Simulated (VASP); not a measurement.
# Ca7Y (P-4m2) in VASP: notebook, part 2 of 2

VASP 6.6.1.

## 3. Single point, PBE (41.99 Å³/atom)

This run uses another cell than the first one, of 41.99 Å³/atom.

Contents of INCAR:

```
PREC = Accurate ; ENCUT = 520
EDIFF = 1E-7 ; ISMEAR = 0
SIGMA = 0.1 ; LREAL = False
LASPH = True ; NELM = 100
ALGO = Fast ; ISIF = 2
LWAVE = False ; LCHARG = True
GGA = PE ; LELF = True
LVHAR = True ; NBANDS = 50
```

Contents of KPOINTS:

```
regular mesh
0
Gamma
  6 6 6
```

Contents of POSCAR:

```
Ca7Y
1.0
    6.9336025376      0.0000000000      0.0000000000
    0.0000000000      6.9336025376      0.0000000000
    0.0000000000      0.0000000000      6.9873108191
Ca Y
7 1
Direct
    0.0000000000      0.2524533081      0.2417605711
    0.5000000000      0.0000000000      0.2498316738
    0.7475466919      0.0000000000      0.7582394289
    0.0000000000      0.7475466919      0.2417605711
    0.0000000000      0.5000000000      0.7501683262
    0.5000000000      0.5000000000      0.5000000000
    0.2524533081      0.0000000000      0.7582394289
    0.5000000000      0.5000000000      0.0000000000
```

Potentials or basis: VASP PAW PBE potentials, release 64 (Ca_sv, Y_sv).

Command:

```sh
cat potpaw_PBE.64/Ca_sv/POTCAR potpaw_PBE.64/Y_sv/POTCAR > POTCAR
mpirun -np 1 vasp_std > vasp.out
```

OUTCAR:

```text
PREC = Accurate
   ENCUT = 520
   EDIFF = 1E-7
   ISMEAR = 0
   LREAL = False
   LASPH = True
   NELM = 100
   ISIF = 2
   GGA = PE

 ion  position               nearest neighbor table
   1  0.000  0.252  0.242-
   2  0.500  0.000  0.250-
   3  0.748  0.000  0.758-
   4  0.000  0.748  0.242-
   5  0.000  0.500  0.750-
   6  0.500  0.500  0.500-   8 3.49   8 3.49
   7  0.252  0.000  0.758-
   8  0.500  0.500  0.000-   6 3.49   6 3.49

  LATTYP: Found a simple tetragonal cell.
 ALAT       =     6.9336025376
 C/A-ratio  =     1.0077460860

  Lattice vectors:

 A1 = (   6.9336025376,   0.0000000000,   0.0000000000)
 A2 = (   0.0000000000,   6.9336025376,   0.0000000000)
 A3 = (   0.0000000000,   0.0000000000,   6.9873108191)

Analysis of symmetry for initial positions (statically):
=====================================================================
 Subroutine PRICEL returns:
 Original cell was already a primitive cell.

 Routine SETGRP: Setting up the symmetry group for a
 simple tetragonal supercell.

 Subroutine GETGRP returns: Found  8 space group operations
 (whereof  8 operations were pure point group operations)
 out of a pool of 16 trial point group operations.

The static configuration has the point symmetry D_2d.

Analysis of symmetry for dynamics (positions and initial velocities):
=====================================================================
 Subroutine PRICEL returns:
 Original cell was already a primitive cell.

 Routine SETGRP: Setting up the symmetry group for a
 simple tetragonal supercell.

[... 129 lines left out ...]
   EMIN   =  10.00;   EMAX   =-10.00  energy-range for DOS
   EFERMI =   0.00;   METHOD = LEGACY
   ISMEAR =     0;   SIGMA  =   0.10  broadening in eV -4-tet -1-fermi 0-gaus
   EFERMI_NEDOS =   21; number of points for ismear=-14 and -15
   IALGO  =     68    algorithm
   IMIX   =      4    mixing-type and parameters
     AMIX     =   0.40;   BMIX     =  1.00
     AMIX_MAG =   1.60;   BMIX_MAG =  1.00
  volume/ion in A,a.u.               =      41.99       283.36
  Fermi-wavevector in a.u.,A,eV,Ry     =   1.018968  1.925570 14.126870  1.038296
  Thomas-Fermi vector in A             =   2.152455
   LORBIT       =      0    0 simple, 1 ext, 2 COOP (PROOUT), +10 PAW based schemes
   GGA     = PE    functional components
   LHFCALC =     F    Hartree Fock is set to
   AEXX    =    0.0000 exact exchange contribution
   IVDW    =     0    specifies the selected vdW correction
   LEPSILON=     F    determine dielectric tensor
   LRPA    =     F    only Hartree local field effects (RPA)
 non-spin polarized calculation
 RMM-DIIS sequential band-by-band and
 Gauss-broadening in eV      SIGMA  =   0.10
  energy-cutoff  :      520.00
  volume of cell :      335.91
 maximum number of plane-waves:      9072
 NGX is ok and might be reduce to    54
   NGX = 25   NGY = 25   NGZ = 25

 number of electron      81.0000018 magnetization

 Free energy of the ion-electron system (eV)
  ---------------------------------------------------
  ext. energy  EPLUGINS =         0.00000000
  ---------------------------------------------------
  free energy    TOTEN  =       -19.14801439 eV

  energy without entropy =      -19.11295575  energy(sigma->0) =      -19.13048507

 E-fermi :   2.0218     XC(G=0):  -7.8430

 val. band max:        2.0114617606   @ k =   0.5000   0.1667   0.0000
 cond. band min:       2.0491318072   @ k =   0.1667   0.1667   0.0000
 fundamental gap:      0.0376700466
 Fermi energy:         2.0218045257

 k-point     1 :       0.0000    0.0000    0.0000
  band No.  band energies     occupation
      1     -41.7472      2.00000
      2     -40.0240      2.00000
      3     -40.0205      2.00000
      4     -40.0005      2.00000
      5     -40.0005      2.00000
      6     -39.9716      2.00000
[... 1261 lines left out ...]
     49       3.1318      0.00000
     50       3.1755      0.00000

 [... further k-points ...]
[... 5 lines left out ...]
  --------------------------------------------------------------------------------------
  -------------------------------------------------------------------------------------
  Total       -1.0827344     -1.0827344     -1.1087184      0.0000000      0.0000000      0.0000000
  in kB       -5.1642180     -5.1642180     -5.2881515      0.0000000      0.0000000      0.0000000
  external PRESSURE =      -5.2055291 kB  Pullay stress =       0.0000000 kB

 VOLUME and BASIS-vectors are now :
 -----------------------------------------------------------------------------
  energy-cutoff  :      520.00
  volume of cell :      335.91
      direct lattice vectors                 reciprocal lattice vectors
     6.933602538  0.000000000  0.000000000     0.144225169  0.000000000  0.000000000
     0.000000000  6.933602538  0.000000000     0.000000000  0.144225169  0.000000000
     0.000000000  0.000000000  6.987310819     0.000000000  0.000000000  0.143116576

 POSITION                                       TOTAL-FORCE (eV/Angst)
 -----------------------------------------------------------------------------------
      0.00000      1.75041      1.68926         0.000000     -0.000314     -0.002995
      3.46680      0.00000      1.74565        -0.000000     -0.000000     -0.006539
      5.18319      0.00000      5.29805         0.000314     -0.000000      0.002995
      0.00000      5.18319      1.68926         0.000000      0.000314     -0.002995
      0.00000      3.46680      5.24166         0.000000     -0.000000      0.006539
      3.46680      3.46680      3.49366         0.000000     -0.000000      0.000000
      1.75041      0.00000      5.29805        -0.000314     -0.000000      0.002995
      3.46680      3.46680      0.00000         0.000000     -0.000000      0.000000
 -----------------------------------------------------------------------------------
    total drift:                                0.000000      0.000000     -0.000000

  FREE ENERGIE OF THE ION-ELECTRON SYSTEM (eV)
  ---------------------------------------------------
  free  energy   TOTEN  =       -19.1480143908 eV

  energy  without entropy=      -19.1129557502  energy(sigma->0) =      -19.13048507
```

OSZICAR:

```text
N       E                     dE             d eps       ncg     rms          rms(c)
DAV:   1     0.817187075851E+03    0.81719E+03   -0.39077E+04  4048   0.147E+03
DAV:   2     0.413629114429E+02   -0.77582E+03   -0.76485E+03  4018   0.459E+02
DAV:   3    -0.108902146676E+02   -0.52253E+02   -0.50065E+02  5864   0.847E+01
[... 12 lines left out ...]
RMM:  77    -0.191480145538E+02   -0.13752E-06   -0.12445E-06  2416   0.150E-03    0.261E-02
RMM:  78    -0.191480146442E+02   -0.90398E-07   -0.10789E-06  2327   0.144E-03    0.262E-02
RMM:  79    -0.191480147148E+02   -0.70563E-07   -0.10216E-06  2376   0.140E-03    0.263E-02
RMM:  80    -0.191480149087E+02   -0.19388E-06   -0.82471E-07  2429   0.144E-03    0.269E-02
RMM:  81    -0.191480142945E+02    0.61411E-06   -0.12586E-06  4047   0.192E-03    0.261E-02
RMM:  82    -0.191480143908E+02   -0.96230E-07   -0.75514E-07  2573   0.138E-03
   1 F= -.19148014E+02 E0= -.19130485E+02  d E =-.350586E-01
```

Wall time 33 min (1 thread of Intel Xeon 6975P-C (Granite Rapids), shared host); peak memory 0.78 GiB.

Results:

```
Free energy            : -19.1480 eV
Pressure               : -0.5 GPa
Largest force          : 0.007 eV/Å
Band gap on the k mesh : zero (an odd number of electrons rules out a gap without spin polarisation)
```

Forces in eV/Å, atoms in the order of the input:
```
Ca   0.000  0.000 -0.003
Ca   0.000  0.000 -0.007
Ca   0.000  0.000  0.003
Ca   0.000  0.000 -0.003
Ca   0.000  0.000  0.007
Ca   0.000  0.000  0.000
Ca   0.000  0.000  0.003
Y    0.000  0.000  0.000
```

The gap in the log of VASP goes by the Fermi energy; the results here count the filled bands.